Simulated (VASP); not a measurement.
Wanted: the native input for a VASP 6.6.1 run.

| Property | Result |
| --- | --- |
| Task | relaxation of the atoms |
| Functional | LDA |
| Potentials or basis | VASP PAW LDA potentials, release 64 (Os, C) |
| Cutoff | 520 eV |
| k mesh | 12 × 12 × 1 |
| Occupations | gaussian, width 0.1 eV |
| Spin | no spin polarisation |
| Dipole correction | yes |
| Atoms held fixed (from 0) | [0, 1, 2, 3] |
| Further INCAR settings | ALGO = Normal; EDIFF = 1e-07; IBRION = 2; EDIFFG = -0.025; NSW = 36 |
| Atoms held along some axes (from 0) | atom 4 along a and b |

The structure of Os4C lies in POSCAR:

```
Os4C
1.0
    2.7145740629      0.0000000000      0.0000000000
   -1.3572870314      2.3508900989      0.0000000000
    0.0000000000      0.0000000000     21.8661488866
Os C
4 1
Selective dynamics
Direct
    0.6666666667      0.3333333333      0.1829311609  F F F
    0.3333333333      0.6666666667      0.2811020214  F F F
    0.6666666667      0.3333333333      0.3787246389  F F F
    0.3333333333      0.6666666667      0.4740729124  F F F
    0.6666666667      0.8333333333      0.5480698504  F F T
```

These files were run (other wordings do the same):

INCAR

```
  PREC = Accurate
  ENCUT = 520
  EDIFF = 1E-7
  ISMEAR = 0
  SIGMA = 0.1
  LREAL = False
  LASPH = True
  NELM = 100
  ALGO = Normal
  ISIF = 2
  LWAVE = False
  LCHARG = False
  LDIPOL = True
  IDIPOL = 3
  DIPOL = 0.5 0.5 0.373
  IBRION = 2
  NSW = 36
  EDIFFG = -0.025
```

KPOINTS

```
regular mesh
0
Gamma
  12 12 1
```

Potentials or basis: VASP PAW LDA potentials, release 64 (Os, C).

Command:

```bash
$ cat potpaw_LDA.64/Os/POTCAR potpaw_LDA.64/C/POTCAR > POTCAR
$ mpirun -np 1 vasp_std > vasp.out
```

It gave:

```
Energy gained by relaxing : 1.9 meV/atom
Ionic steps               : 2
Band gap on the k mesh    : zero (bands 18 and 19 overlap by 2.96 eV)
```

Caveat: spin-orbit coupling is left out, which moves the levels of the heavy elements.

Wall time 15 min on 1 thread of Intel(R) Xeon(R) Platinum 8488C (Sapphire Rapids), with other jobs on the host, peak memory 0.29 GiB.
